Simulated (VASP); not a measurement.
Input of a VASP 6.6.1 run:

Contents of INCAR:

```
ALGO = Normal
EDIFF = 1E-8
ENCUT = 520
GGA = PS
ISIF = 2
ISMEAR = -1
LASPH = T
LCHARG = F
LEFG = T
LREAL = F
LWAVE = F
NBANDS = 11
NELM = 60
PREC = Accurate
SIGMA = 0.03
```

Contents of KPOINTS:

```
k-points
0
Gamma
  13 13 13
```

Contents of POSCAR:

```
BN
1.0
    0.0000000000      1.8075000000      1.8255750000
    1.8075000000      0.0000000000      1.8255750000
    1.8075000000      1.8075000000      0.0000000000
B N
1 1
Direct
    0.0000000000      0.0000000000      0.0000000000
    0.7500000000      0.7500000000      0.7500000000
```

Potentials or basis: VASP PAW PBE potentials, release 64 (B, N).

The run is started by

```bash
$ cat potpaw_PBE.64/B/POTCAR potpaw_PBE.64/N/POTCAR > POTCAR
$ mpirun -np 1 vasp_std > vasp.out
```

**Question.** What does it give for the band gap on the k mesh?

**Answer.** 4.25 eV, indirect (least direct gap 8.66 eV).

**Question.** Predict the pressure.

**Answer.** -6.1 GPa.

Stress tensor (GPa, compression positive):
```
 -4.03   0.00   0.00
  0.00  -4.03   0.00
  0.00   0.00 -10.09
```

Caveat: the cell differs from its parent crystal (zz strain of +1 %); without QUAD_EFG the Cq values of the log hold for a quadrupole moment of 1 mb, not for the nuclei; the PAW data sets were made with another functional, which shifts forces and pressure a little. A k mesh can miss the band edges.
